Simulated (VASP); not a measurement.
A run of VASP 6.6.1 is set up as follows.

Contents of INCAR:

```
ALGO = Normal
EDIFF = 1E-8
ENCUT = 520
GGA = PS
ISIF = 2
ISMEAR = 0
LASPH = T
LCHARG = F
LEPSILON = T
LREAL = F
LWAVE = F
NELM = 100
PREC = Accurate
SIGMA = 0.01
```

File KPOINTS:

```
k-points
0
Gamma
  9 9 9
```

Contents of POSCAR:

```
Si
1.0
    0.0000000000      2.7135600000      2.7135600000
    2.7135600000      0.0000000000      2.7135600000
    2.7135600000      2.7135600000      0.0000000000
Si
2
Direct
    0.7500000000      0.7500000000      0.7500000000
    0.5000000000      0.5000000000      0.5000000000
```

Potentials or basis: VASP PAW PBE potentials, release 64 (Si).

Command:

```console
$ cat potpaw_PBE.64/Si/POTCAR > POTCAR
$ mpirun -np 1 vasp_std > vasp.out
```

(1) What does it give for the electronic dielectric tensor (diagonal)?

(2) What does it give for the Born charges (mean of the diagonal)?

(3) Predict the band gap on the k mesh.

Results:

(1) 14.08.

(2) Si +0.00 e.

(3) 0.46 eV, indirect (least direct gap 2.52 eV).

Caveat: the gap is small at this level, which inflates the dielectric constant.
